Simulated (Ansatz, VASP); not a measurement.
# One calculation of In, two programs

File INCAR:

```
SYSTEM = In
ALGO     = Fast           ! electronic algorithm
EDIFF    = 1E-7           ! SCF threshold, eV
ENCUT    = 520            ! plane-wave cutoff, eV
GGA      = PE             ! functional
ISIF     = 2              ! what is computed and relaxed
ISMEAR   = -1             ! smearing method
LASPH    = .True.         ! aspherical terms in the spheres
LCHARG   = .False.        ! write CHGCAR
LREAL    = .False.        ! projectors in reciprocal space
LWAVE    = .False.        ! write WAVECAR
NBANDS   = 20             ! bands
NELM     = 100            ! most SCF steps
PREC     = Accurate       ! precision mode
SIGMA    = 0.05           ! smearing width, eV
```

Contents of KPOINTS:

```
k-points
0
Gamma
  9 9 5
  0 0 0
```

File POSCAR:

```
In
1.0
    3.3354847820      0.0000000000      0.0000000000
   -1.6677423910      2.8886145552      0.0000000000
    0.0000000000      0.0000000000      5.5091429200
In
2
Direct
    0.6700150000      0.3359070000      0.7490450000
    0.3203740000      0.6802210000      0.2562600000
```

The input input.yaml:

```yaml
crystal:
  lattice:
    - [3.335484782, 0.0, 0.0]
    - [-1.667742391, 2.8886145552, 0.0]
    - [0.0, 0.0, 5.50914292]
  atoms:
    - { symbol: In, position: [0.670015, 0.335907, 0.749045] }
    - { symbol: In, position: [0.320374, 0.680221, 0.25626] }
kpoints:
  mp_grid: { grid: [9, 9, 5] }
scf:
  occupations: { method: fermi_dirac, width: 0.05 }
hamiltonian:
  xc: pbe
  pseudopotentials: { kind: all_electron, lapw: { basis_error: 0.001 } }
output:
  forces: true
  stress: true
  eigenvalues: true
  populations: true
```

Change from the starting cell: atoms moved at random, drawn with an rms of 0.05 Å.

Alike in both runs: task single point; functional PBE; k mesh 9 × 9 × 5; occupations fermi-dirac, width 0.05 eV; no spin polarisation.

|  | VASP | Ansatz |
| --- | --- | --- |
| version | VASP 6.6.1 | Ansatz 0.2.0 |
| potentials or method | VASP PAW PBE potentials, release 64 (In_d), cutoff 520 eV | all-electron LAPW, scalar-relativistic |

|  | VASP | Ansatz | Ansatz less VASP |
| --- | --- | --- | --- |
| gap on the k mesh at the Fermi level (eV) | none | none | - |
| pressure (GPa) | 1.5 | 1.5 | +0.05 |
| traceless stress, the component that is largest in VASP (GPa) | -0.18 | -0.18 | -0.003 |
| rms of the force components (eV/Å) | 0.066 | 0.066 | -0.0002 |

Atom by atom the forces differ by 0.000 eV/Å (rms over components). A gap of «none» marks a metal or a gap that the smearing closes. Ansatz ran all-electron here, and VASP with PAW potentials.
